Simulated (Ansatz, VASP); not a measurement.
## One calculation of WSe2, two programs

```xyz
6
Lattice="3.3210 0.0000 0.0000 -1.6605 2.8761 0.0000 0.0000 0.0000 15.0438" Properties=species:S:1:pos:R:3 pbc="T T T"
W     1.6605    0.9587   11.2829
W     0.0000    1.9174    3.7610
Se    0.0000    1.9174   12.9609
Se    1.6605    0.9587    5.4390
Se    0.0000    1.9174    9.6048
Se    1.6605    0.9587    2.0829
```

Alike in both runs: functional PBE; k mesh 12 × 12 × 2; occupations gaussian, width 0.02 eV; no spin polarisation.

Ansatz relaxed the structure, and its values are those at the end. VASP's run is a single point on that final structure, the one shown.

|  | VASP | Ansatz |
| --- | --- | --- |
| version | VASP 6.6.1 | Ansatz 0.2.0 |
| potentials or method | VASP PAW PBE potentials, release 64 (W_sv, Se), cutoff 520 eV | scalar-relativistic, plane waves, PAW |
| valence electrons in the cell | 52 | 92 |

VASP gave:

```
gap on the k mesh at the Fermi level (eV) : 1.46
least direct gap on the mesh (eV)         : 1.52
pressure (GPa)                            : 0.3
rms of the force components (eV/Å)        : 0.021
```

**Question.** What did Ansatz give for the same quantities?

**Answer.** gap on the k mesh at the Fermi level (eV): 1.46; least direct gap on the mesh (eV): 1.52; pressure (GPa): 0.0; rms of the force components (eV/Å): 0.001.

VASP's potentials hold 52 valence electrons a cell and Ansatz's 92, so a difference there can come from the potentials and not from the codes.

Neither program's run includes spin-orbit coupling.
